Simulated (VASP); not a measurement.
# Nb (Im-3m) in VASP: notebook

Nb is run at these levels: LDA; tasks: single point, relaxation of cell and atoms.

All numbers are computed with VASP 6.6.1; they aren't measurements. Logs are shortened: lines on timing, memory, paths and dates and some standing lists are left out, and cuts for length are marked.

**1. The cell of the first run**

Symmetry: Im-3m, No. 229, cubic system. The conventional cell has a = 3.248 Å, b = 3.248 Å, c = 3.248 Å, α = 90.00°, β = 90.00°, γ = 90.00°. Within 3.7 Å of Nb (site symmetry m-3m) lie 14 Nb at 2.81 to 3.25 Å.

**2. Single point, LDA**

Contents of INCAR:

```
  PREC = Accurate
  ENCUT = 520
  EDIFF = 1E-6
  ISMEAR = -1
  SIGMA = 0.08
  LREAL = F
  LASPH = T
  NELM = 60
  ALGO = Normal
  ISIF = 2
  LWAVE = F
  LCHARG = T
  LELF = T
  LVHAR = T
  NBANDS = 12
```

Contents of KPOINTS:

```
regular mesh
0
Gamma
  24 24 24
```

Contents of POSCAR:

```
Nb
1.0
   -1.6239082357      1.6239082357      1.6239082357
    1.6239082357     -1.6239082357      1.6239082357
    1.6239082357      1.6239082357     -1.6239082357
Nb
1
Direct
    0.0000000000      0.0000000000      0.0000000000
```

Potentials or basis: VASP PAW LDA potentials, release 64 (Nb_sv).

Run with:

```bash
$ cat potpaw_LDA.64/Nb_sv/POTCAR > POTCAR
$ mpirun -np 1 vasp_std > vasp.out
```

OUTCAR:

```text
PREC = Accurate
   ENCUT = 520
   EDIFF = 1E-6
   ISMEAR = -1
   LREAL = F
   LASPH = T
   NELM = 60
   ISIF = 2

 ion  position               nearest neighbor table
   1  0.000  0.000  0.000-

  LATTYP: Found a body centered cubic cell.
 ALAT       =     3.2478164714

  Lattice vectors:

 A1 = (  -1.6239082357,   1.6239082357,   1.6239082357)
 A2 = (   1.6239082357,  -1.6239082357,   1.6239082357)
 A3 = (   1.6239082357,   1.6239082357,  -1.6239082357)

Analysis of symmetry for initial positions (statically):
=====================================================================
 Subroutine PRICEL returns:
 Original cell was already a primitive cell.

 Routine SETGRP: Setting up the symmetry group for a
 body centered cubic supercell.

 Subroutine GETGRP returns: Found 48 space group operations
 (whereof 48 operations were pure point group operations)
 out of a pool of 48 trial point group operations.

The static configuration has the point symmetry O_h .

Analysis of symmetry for dynamics (positions and initial velocities):
=====================================================================
 Subroutine PRICEL returns:
 Original cell was already a primitive cell.

 Routine SETGRP: Setting up the symmetry group for a
 body centered cubic supercell.

 Subroutine GETGRP returns: Found 48 space group operations
 (whereof 48 operations were pure point group operations)
 out of a pool of 48 trial point group operations.

The dynamic configuration has the point symmetry O_h .

 Subroutine INISYM returns: Found 48 space group operations
 (whereof 48 operations are pure point group operations),
 and found     1 'primitive' translations

----------------------------------------------------------------------------------------

                                     Primitive cell

  volume of cell :      17.1295

  direct lattice vectors                    reciprocal lattice vectors
    -1.623908236  1.623908236  1.623908236     0.000000000  0.307899171  0.307899171
     1.623908236 -1.623908236  1.623908236     0.307899171  0.000000000  0.307899171
     1.623908236  1.623908236 -1.623908236     0.307899171  0.307899171  0.000000000

  length of vectors
     2.812691571  2.812691571  2.812691571     0.435435184  0.435435184  0.435435184

  position of ions in fractional coordinates (direct lattice)
     0.000000000  0.000000000  0.000000000

  ion indices of the primitive-cell ions
   primitive index   ion index
                 1           1

----------------------------------------------------------------------------------------

 KPOINTS: regular mesh

Automatic generation of k-mesh.
 Grid dimensions read from file:
 generate k-points for:   24   24   24

 Generating k-lattice:

  Cartesian coordinates                     Fractional coordinates (reciprocal lattice)
     0.000000000  0.012829132  0.012829132     0.041666667  0.000000000  0.000000000
     0.012829132  0.000000000  0.012829132     0.000000000  0.041666667  0.000000000
     0.012829132  0.012829132  0.000000000     0.000000000  0.000000000  0.041666667

  Length of vectors
     0.018143133  0.018143133  0.018143133

  Shift w.r.t. Gamma in fractional coordinates (k-lattice)
     0.000000000  0.000000000  0.000000000

 Subroutine IBZKPT returns following result:
 ===========================================

 Found    413 irreducible k-points:

 Following reciprocal coordinates:
            Coordinates               Weight
  0.000000  0.000000  0.000000      1.000000
  0.041667  0.000000  0.000000     12.000000
  0.083333  0.000000  0.000000     12.000000
  0.125000  0.000000  0.000000     12.000000
  0.166667  0.000000  0.000000     12.000000
  0.208333  0.000000  0.000000     12.000000
[... 16 lines left out ...]
  0.416667  0.041667  0.000000     48.000000
  0.458333  0.041667  0.000000     48.000000
 [... further k-points ...]
   k-points           NKPTS =    413   k-points in BZ     NKDIM =    413   number of bands    NBANDS=     12
   number of dos      NEDOS =    301   number of ions     NIONS =      1
   total plane-waves  NPLWV =  13824
   dimension x,y,z NGX =    24 NGY =   24 NGZ =   24
   dimension x,y,z NGXF=    48 NGYF=   48 NGZF=   48
   ions per type =               1
   NGX,Y,Z   is equivalent  to a cutoff of  14.19, 14.19, 14.19 a.u.
   NGXF,Y,Z  is equivalent  to a cutoff of  28.37, 28.37, 28.37 a.u.
 SYSTEM =  unknown system
   PREC   = accura    normal or accurate (medium, high low for compatibility)
   ISTART =      0    job   : 0-new  1-cont  2-samecut
   ICHARG =      2    charge: 1-file 2-atom 10-const
   ISPIN  =      1    spin polarized calculation?
   LNONCOLLINEAR =      F non collinear calculations
   LSORBIT =      F    spin-orbit coupling
   LASPH  =      T    aspherical Exc in radial PAW
   ENCUT  =  520.0 eV  38.22 Ry    6.18 a.u.   5.23  5.23  5.23*2*pi/ulx,y,z
   NELM   =     60;   NELMIN=  2; NELMDL= -5     # of ELM steps
   EDIFF  = 0.1E-05   stopping-criterion for ELM
   LREAL  =      F    real-space projection
   EDIFFG = 0.1E-04   stopping-criterion for IOM
   NSW    =      0    number of steps for IOM
   IBRION =     -1    ionic relax: 0-MD 1-quasi-New 2-CG
   NFREE  =      0    steps in history (QN), initial steepest desc. (CG)
   ISIF   =      2    stress and relaxation
   ISYM   =      2    0-nonsym 1-usesym 2-fastsym
   POTIM  = 0.5000    time-step for ionic-motion
   TEBEG  =    0.0;   TEEND  =   0.0 temperature during run
   PSTRESS=    0.0 pullay stress
   NELECT =      13.0000    total number of electrons
   NUPDOWN=      -1.0000    fix difference up-down
   EMIN   =  10.00;   EMAX   =-10.00  energy-range for DOS
   EFERMI =   0.00;   METHOD = LEGACY
   ISMEAR =    -1;   SIGMA  =   0.08  broadening in eV -4-tet -1-fermi 0-gaus
   EFERMI_NEDOS =   21; number of points for ismear=-14 and -15
   IALGO  =     38    algorithm
   IMIX   =      4    mixing-type and parameters
     AMIX     =   0.40;   BMIX     =  1.00
     AMIX_MAG =   1.60;   BMIX_MAG =  1.00
  volume/ion in A,a.u.               =      17.13       115.60
  Fermi-wavevector in a.u.,A,eV,Ry     =   1.493280  2.821889 30.339413  2.229884
  Thomas-Fermi vector in A             =   2.605700
   LORBIT       =      0    0 simple, 1 ext, 2 COOP (PROOUT), +10 PAW based schemes
   GGA     = CA    functional components
   LHFCALC =     F    Hartree Fock is set to
   AEXX    =    0.0000 exact exchange contribution
   IVDW    =     0    specifies the selected vdW correction
   LEPSILON=     F    determine dielectric tensor
   LRPA    =     F    only Hartree local field effects (RPA)
 non-spin polarized calculation
  energy-cutoff  :      520.00
  volume of cell :       17.13
 maximum number of plane-waves:       474
 NGX is ok and might be reduce to    24
   NGX = 11   NGY = 11   NGZ = 11

 number of electron      13.0000001 magnetization

 Free energy of the ion-electron system (eV)
  ---------------------------------------------------
  ext. energy  EPLUGINS =         0.00000000
  ---------------------------------------------------
  free energy    TOTEN  =       -11.27155358 eV

  energy without entropy =      -11.24208947  energy(sigma->0) =      -11.25682153

 E-fermi :  11.7224     XC(G=0): -12.9749

 val. band max:       11.7220796204   @ k =  -0.2917   0.3333   0.0417
 cond. band min:      11.7226763701   @ k =  -0.2917   0.2917   0.0417
 fundamental gap:      0.0005967497
 Fermi energy:        11.7224029542

 k-point     1 :       0.0000    0.0000    0.0000
  band No.  band energies     occupation
      1     -42.2998      2.00000
      2     -17.6298      2.00000
      3     -17.6298      2.00000
      4     -17.6298      2.00000
      5       5.7020      2.00000
      6      12.0325      0.04061
      7      12.0325      0.04061
      8      12.0325      0.04061
      9      15.1056      0.00000
     10      15.1056      0.00000
     11      26.0830      0.00000
     12      26.0830      0.00000

 k-point     2 :       0.0417    0.0000    0.0000
  band No.  band energies     occupation
      1     -42.2947      2.00000
      2     -17.6597      2.00000
      3     -17.6388      2.00000
      4     -17.6301      2.00000
      5       5.7792      2.00000
      6      11.9840      0.07324
      7      12.0224      0.04595
      8      12.1064      0.01633
      9      15.0259      0.00000
     10      15.1052      0.00000
     11      26.1503      0.00000
     12      26.2172      0.00000

 k-point     3 :       0.0833    0.0000    0.0000
  band No.  band energies     occupation
      1     -42.2798      2.00000
      2     -17.7469      2.00000
      3     -17.6650      2.00000
      4     -17.6310      2.00000
      5       6.0045      2.00000
      6      11.8453      0.35410
      7      11.9837      0.07347
      8      12.3263      0.00105
      9      14.8287      0.00000
     10      15.1061      0.00000
     11      26.3327      0.00000
     12      26.6072      0.00000
[... 286 lines left out ...]
 k-point    23 :       0.4167    0.0417    0.0000
  band No.  band energies     occupation
      1     -42.0028      2.00000
      2     -19.1737      2.00000
      3     -18.1219      2.00000
      4     -17.6586      2.00000
      5       7.8779      2.00000
      6       9.9551      2.00000
      7      13.6620      0.00000
      8      15.1792      0.00000
      9      15.9174      0.00000
     10      18.1868      0.00000
     11      23.8703      0.00000
     12      24.8872      0.00000

 k-point    24 :       0.4583    0.0417    0.0000
  band No.  band energies     occupation
      1     -41.9922      2.00000
      2     -19.2229      2.00000
      3     -18.1387      2.00000
      4     -17.6593      2.00000
      5       7.8252      2.00000
      6       9.8984      2.00000
      7      14.0459      0.00000
      8      15.1512      0.00000
      9      16.0111      0.00000
     10      18.5740      0.00000
     11      23.6530      0.00000
     12      24.5232      0.00000

 [... further k-points ...]
[... 5 lines left out ...]
  --------------------------------------------------------------------------------------
  -------------------------------------------------------------------------------------
  Total       -0.0166591     -0.0166591     -0.0166591     -0.0000000      0.0000000     -0.0000000
  in kB       -1.5581832     -1.5581832     -1.5581832     -0.0000000      0.0000000     -0.0000000
  external PRESSURE =      -1.5581832 kB  Pullay stress =       0.0000000 kB

 VOLUME and BASIS-vectors are now :
 -----------------------------------------------------------------------------
  energy-cutoff  :      520.00
  volume of cell :       17.13
      direct lattice vectors                 reciprocal lattice vectors
    -1.623908236  1.623908236  1.623908236     0.000000000  0.307899171  0.307899171
     1.623908236 -1.623908236  1.623908236     0.307899171  0.000000000  0.307899171
     1.623908236  1.623908236 -1.623908236     0.307899171  0.307899171  0.000000000

 POSITION                                       TOTAL-FORCE (eV/Angst)
 -----------------------------------------------------------------------------------
      0.00000      0.00000      0.00000         0.000000      0.000000      0.000000
 -----------------------------------------------------------------------------------
    total drift:                                0.000000      0.000000      0.000000

  FREE ENERGIE OF THE ION-ELECTRON SYSTEM (eV)
  ---------------------------------------------------
  free  energy   TOTEN  =       -11.2715535755 eV

  energy  without entropy=      -11.2420894748  energy(sigma->0) =      -11.25682153
```

It took 44 s on 1 thread of Intel Xeon Platinum 8488C (Sapphire Rapids), shared host; peak memory 0.19 GiB.

Results:

* Free energy: -11.2716 eV
* Pressure: -0.2 GPa

**3. Relaxation of cell and atoms, LDA**

This run uses another cell than the first one, of 18.43 Å³/atom, 1.076 times its volume.

Contents of INCAR:

```
SYSTEM = Nb
PREC = Accurate ; ENCUT = 600
EDIFF = 1E-6 ; ISMEAR = -1
SIGMA = 0.08 ; LREAL = .False.
LASPH = .True. ; NELM = 100
ALGO = Normal ; ISIF = 3
LWAVE = .False. ; LCHARG = .False.
GGA = CA ; IBRION = 2
NSW = 100 ; EDIFFG = -0.002
```

Contents of KPOINTS:

```
Automatic mesh
0
Gamma
  24 24 24
  0 0 0
```

Contents of POSCAR:

```
Nb
1.0
   -1.6639500000      1.6639500000      1.6639500000
    1.6639500000     -1.6639500000      1.6639500000
    1.6639500000      1.6639500000     -1.6639500000
Nb
1
Direct
    0.0000000000      0.0000000000      0.0000000000
```

Potentials or basis: VASP PAW LDA potentials, release 64 (Nb_sv).

Run with:

```bash
$ cat potpaw_LDA.64/Nb_sv/POTCAR > POTCAR
$ mpirun -np 1 vasp_std > vasp.out
```

OUTCAR:

```text
SYSTEM = Nb
   PREC = Accurate
   ENCUT = 600
   EDIFF = 1E-6
   ISMEAR = -1
   LREAL = .False.
   LASPH = .True.
   NELM = 100
   ISIF = 3
   GGA = CA
   IBRION = 2
   NSW = 100
   EDIFFG = -0.002

 ion  position               nearest neighbor table
   1  0.000  0.000  0.000-

  LATTYP: Found a body centered cubic cell.
 ALAT       =     3.3279000000

  Lattice vectors:

 A1 = (  -1.6639500000,   1.6639500000,   1.6639500000)
 A2 = (   1.6639500000,  -1.6639500000,   1.6639500000)
 A3 = (   1.6639500000,   1.6639500000,  -1.6639500000)

Analysis of symmetry for initial positions (statically):
=====================================================================
 Subroutine PRICEL returns:
 Original cell was already a primitive cell.

[... 387 lines left out ...]
 E-fermi :  11.7286     XC(G=0): -12.9773

 val. band max:       11.7252798511   @ k =   0.2917   0.1667   0.0000
 cond. band min:      11.7285749198   @ k =  -0.2917   0.3333   0.0417
 fundamental gap:      0.0032950688
 Fermi energy:        11.7285650958

 k-point     1 :       0.0000    0.0000    0.0000
  band No.  band energies     occupation
      1     -42.2941      2.00000
      2     -17.6230      2.00000
      3     -17.6230      2.00000
      4     -17.6230      2.00000
      5       5.7064      2.00000
      6      12.0384      0.04075
      7      12.0384      0.04075
      8      12.0384      0.04075
      9      15.1130      0.00000
     10      15.1130      0.00000
[... 287 lines left out ...]
 k-point    24 :       0.4583    0.0417    0.0000
  band No.  band energies     occupation
      1     -41.9860      2.00000
      2     -19.2182      2.00000
      3     -18.1325      2.00000
      4     -17.6524      2.00000
      5       7.8293      2.00000
      6       9.9032      2.00000
      7      14.0545      0.00000
      8      15.1587      0.00000
      9      16.0193      0.00000
     10      18.5837      0.00000

 [... further k-points ...]
[... 5 lines left out ...]
  --------------------------------------------------------------------------------------
  -------------------------------------------------------------------------------------
  Total       -0.0005268     -0.0005268     -0.0005268     -0.0000000      0.0000000     -0.0000000
  in kB       -0.0492926     -0.0492926     -0.0492926     -0.0000000      0.0000000     -0.0000000
  external PRESSURE =      -0.0492926 kB  Pullay stress =       0.0000000 kB
[... 16 lines left out ...]
  FREE ENERGIE OF THE ION-ELECTRON SYSTEM (eV)
  ---------------------------------------------------
  free  energy   TOTEN  =       -11.2722985948 eV

  energy  without entropy=      -11.2428503463  energy(sigma->0) =      -11.25757447

 reached required accuracy - stopping structural energy minimisation
```

OSZICAR:

```text
N       E                     dE             d eps       ncg     rms          rms(c)
DAV:   1     0.134652573538E+03    0.13465E+03   -0.79774E+03  8300   0.145E+03
DAV:   2    -0.465559343067E+01   -0.13931E+03   -0.13587E+03  9050   0.500E+02
DAV:   3    -0.113569720393E+02   -0.67014E+01   -0.63097E+01 12996   0.949E+01
[... 59 lines left out ...]
DAV:   2    -0.112723077406E+02    0.16000E-03   -0.39460E-04 12768   0.311E-01    0.286E-02
DAV:   3    -0.112722914159E+02    0.16325E-04   -0.12440E-04 12936   0.137E-01    0.180E-02
DAV:   4    -0.112722952343E+02   -0.38184E-05   -0.45537E-06  9886   0.232E-02    0.100E-02
DAV:   5    -0.112722986488E+02   -0.34145E-05   -0.10860E-05 13578   0.260E-02    0.377E-03
DAV:   6    -0.112722985948E+02    0.53976E-07   -0.17843E-07  4578   0.588E-03
   7 F= -.11272299E+02 E0= -.11257574E+02  d E =-.541173E-05
```

Run time: 2.9 min. Hardware: 1 thread of Intel Xeon Platinum 8488C (Sapphire Rapids), shared host; peak memory 0.23 GiB.

What came out:

```
Free energy                            : -11.2723 eV
Relaxed volume                         : 17.12 Å³/atom
Relaxed cell                           : a = 2.812 Å, b = 2.812 Å, c = 2.812 Å, α = 109.47°, β = 109.47°, γ = 109.47°
Space group after relaxing (to 0.05 Å) : Im-3m (No. 229)
Energy gained by relaxing              : 52.7 meV/atom
Ionic steps                            : 7
Pressure after relaxing                : 0.0 GPa
```

Step by step:
```tsv
step	energy change (eV)	largest force (eV/Å)	pressure (GPa)	volume (Å³)
1	0.0000	0.0000	-12.23	18.43
2	0.1554	0.0000	33.88	14.93
3	-0.0526	0.0000	-0.55	17.18
4	-0.0527	0.0000	-0.15	17.13
5	-0.0527	0.0000	0.13	17.11
6	-0.0527	0.0000	-0.20	17.14
7	-0.0527	0.0000	0.00	17.12
```

Final structure:
```
Nb
1.0
    -1.62366    1.62366    1.62366
     1.62366   -1.62366    1.62366
     1.62366    1.62366   -1.62366
Nb
1
Direct
  0.00000 0.00000 0.00000
```

Levels at points of the mesh, in eV from the Fermi level:
```
           k point  band 2  band 3  band 4  band 5  band 6  band 7  band 8  band 9  band 10
(0.00, 0.00, 0.00)  -29.35  -29.35  -29.35   -6.02    0.31    0.31    0.31    3.38     3.38
(0.50, 0.00, 0.00)  -30.96  -29.85  -29.37   -3.96   -1.85    2.60    3.45    4.17     6.81
(0.50, 0.50, 0.50)  -30.44  -30.44  -30.44   -4.05   -4.05    5.96    5.96    5.96     9.51
```

LDA usually gives volumes a few per cent too small. Zero-point motion and thermal expansion aren't in these numbers.
